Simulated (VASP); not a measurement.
CsPtS: single point with PBE

CsPtS:

```xyz
3
Lattice="4.3641 0.0000 0.0000 0.0000 4.3641 0.0000 0.0000 0.0000 4.4450" Properties=species:S:1:pos:R:3 pbc="T T T"
Cs    0.0000    0.0000    0.0000
Pt    2.1821    2.1821    0.0000
S     2.1821    2.1821    2.2225
```

- Program: VASP 6.6.1
- Task: single point
- Functional: PBE
- Potentials or basis: VASP PAW PBE potentials, release 64 (Cs_sv, Pt, S)
- Cutoff: 500 eV
- k mesh: 4 × 4 × 4
- Occupations: gaussian, width 0.1 eV
- Spin: collinear spin, ferromagnetic start
- Starting moments: [0.0, 1.0, 0.0] μB

The pressure is 6.7 GPa. The net moment is 0.00 μB per cell. The valence electrons inside the program's atomic spheres are Cs 6.62; Pt 9.45; S 3.68.

Stress tensor (GPa, compression positive):
```
12.05  0.00  0.00
 0.00 12.05  0.00
 0.00  0.00 -3.92
```

Levels at points of the mesh, in eV from the Fermi level:
Spin up:
| k point | band 11 | band 12 | band 13 | band 14 | band 15 | band 16 |
| --- | --- | --- | --- | --- | --- | --- |
| (0.00, 0.00, 0.00) | -2.54 | -2.07 | -2.07 | 0.71 | 3.25 | 4.74 |
| (0.50, 0.00, 0.00) | -2.05 | -1.53 | -1.26 | 2.37 | 3.13 | 4.96 |
| (0.50, 0.50, 0.00) | -2.53 | -2.14 | -1.84 | 1.08 | 3.55 | 6.44 |
| (0.00, 0.00, 0.50) | -2.51 | 0.68 | 0.68 | 5.42 | 5.71 | 5.97 |
| (0.50, 0.00, 0.50) | -0.28 | 0.30 | 0.75 | 1.78 | 3.43 | 3.45 |
| (0.50, 0.50, 0.50) | -1.82 | 0.30 | 0.30 | 5.15 | 5.15 | 6.09 |
Spin down:
| k point | band 11 | band 12 | band 13 | band 14 | band 15 | band 16 |
| --- | --- | --- | --- | --- | --- | --- |
| (0.00, 0.00, 0.00) | -2.54 | -2.07 | -2.07 | 0.71 | 3.25 | 4.74 |
| (0.50, 0.00, 0.00) | -2.05 | -1.53 | -1.26 | 2.37 | 3.13 | 4.96 |
| (0.50, 0.50, 0.00) | -2.53 | -2.14 | -1.84 | 1.08 | 3.55 | 6.44 |
| (0.00, 0.00, 0.50) | -2.51 | 0.68 | 0.68 | 5.42 | 5.71 | 5.97 |
| (0.50, 0.00, 0.50) | -0.28 | 0.30 | 0.75 | 1.78 | 3.43 | 3.45 |
| (0.50, 0.50, 0.50) | -1.82 | 0.30 | 0.30 | 5.15 | 5.15 | 6.09 |

It used 80 s of CPU time on 1 thread of Intel Xeon 8259CL, with other jobs on the host.

Caveat: spin-orbit coupling is left out, which moves the levels of the heavy elements.
